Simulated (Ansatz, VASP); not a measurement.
## One calculation of KCl, two programs

Contents of INCAR:

```
PREC = Accurate
ENCUT = 520
EDIFF = 1E-6
ISMEAR = 0
SIGMA = 0.02
LREAL = F
LASPH = T
NELM = 60
ALGO = Normal
ISIF = 2
LWAVE = F
LCHARG = T
GGA = PS
LELF = T
LVHAR = T
NBANDS = 15
```

File KPOINTS:

```
Automatic mesh
0
Gamma
  6 6 6
```

Contents of POSCAR:

```
KCl
1.0
    3.7851672656      0.0000000000      0.0000000000
    0.0000000000      3.7851672656      0.0000000000
    0.0000000000      0.0000000000      3.7851672656
K Cl
1 1
Direct
    0.0000000000      0.0000000000      0.0000000000
    0.5000000000      0.5000000000      0.5000000000
```

Input for Ansatz:

```yaml
crystal:
  lattice:
    - [3.7851672656, 0.0, 0.0]
    - [0.0, 3.7851672656, 0.0]
    - [0.0, 0.0, 3.7851672656]
  atoms:
    - { symbol: K, position: [0.0, 0.0, 0.0] }
    - { symbol: Cl, position: [0.5, 0.5, 0.5] }
basis:
  ecutwfc: 420
kpoints:
  mp_grid: { grid: [6, 6, 6] }
hamiltonian:
  xc: pbesol
scf:
  occupations: { method: gaussian, width: 0.02 }
output:
  forces: true
  stress: true
  eigenvalues: true
```

Alike in both runs: task single point; functional PBEsol; k mesh 6 × 6 × 6; occupations gaussian, width 0.02 eV; no spin polarisation.

```csv
,VASP,Ansatz
version,VASP 6.6.1,Ansatz 0.2.0
potentials or method,"VASP PAW PBE potentials, release 64 (K_sv, Cl), cutoff 520 eV","scalar-relativistic, plane waves, PAW"
valence electrons in the cell,16,16
```

```tsv
	VASP	Ansatz	Ansatz less VASP
gap on the k mesh at the Fermi level (eV)	4.79	4.79	+0.004
least direct gap on the mesh (eV)	5.01	5.01	+0.003
pressure (GPa)	-0.7	-0.8	-0.03
```

VASP's potentials were made for PBE, not for PBEsol.
